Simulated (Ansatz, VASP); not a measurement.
Sb in VASP and in Ansatz

```
CELL_PARAMETERS angstrom
2.16161 1.24801 3.67967
-2.16161 1.24801 3.67967
0.00000 -2.49601 3.67967
ATOMIC_POSITIONS crystal
Sb 0.23615 0.23615 0.23615
Sb 0.76385 0.76385 0.76385
```

Alike in both runs: task single point; functional r2SCAN; k mesh 12 × 12 × 12; occupations gaussian, width 0.1 eV; no spin polarisation.

|  | VASP | Ansatz |
| --- | --- | --- |
| version | VASP 6.6.1 | Ansatz 0.2.0 |
| potentials or method | VASP PAW PBE potentials, release 64 (Sb), cutoff 520 eV | scalar-relativistic, plane waves, PAW |
| valence electrons in the cell | 10 | 30 |

Ansatz gave:

| Quantity | Value |
| --- | --- |
| gap on the k mesh at the Fermi level (eV) | none |
| pressure (GPa) | 1.6 |
| traceless stress, the component that is largest in VASP (GPa) | 0.20 |
| rms of the force components (eV/Å) | 0.086 |

Q: Estimate VASP's values.

A: gap on the k mesh at the Fermi level (eV): none; pressure (GPa): 1.7; traceless stress, the component that is largest in VASP (GPa): 0.18; rms of the force components (eV/Å): 0.059.

VASP's potentials were made for PBE, not for r2SCAN. Atom by atom the forces differ by 0.027 eV/Å (rms over components). A gap of «none» marks a metal or a gap that the smearing closes. VASP's potentials hold 10 valence electrons a cell and Ansatz's 30, so a difference there can come from the potentials and not from the codes.

Neither program's run includes spin-orbit coupling.
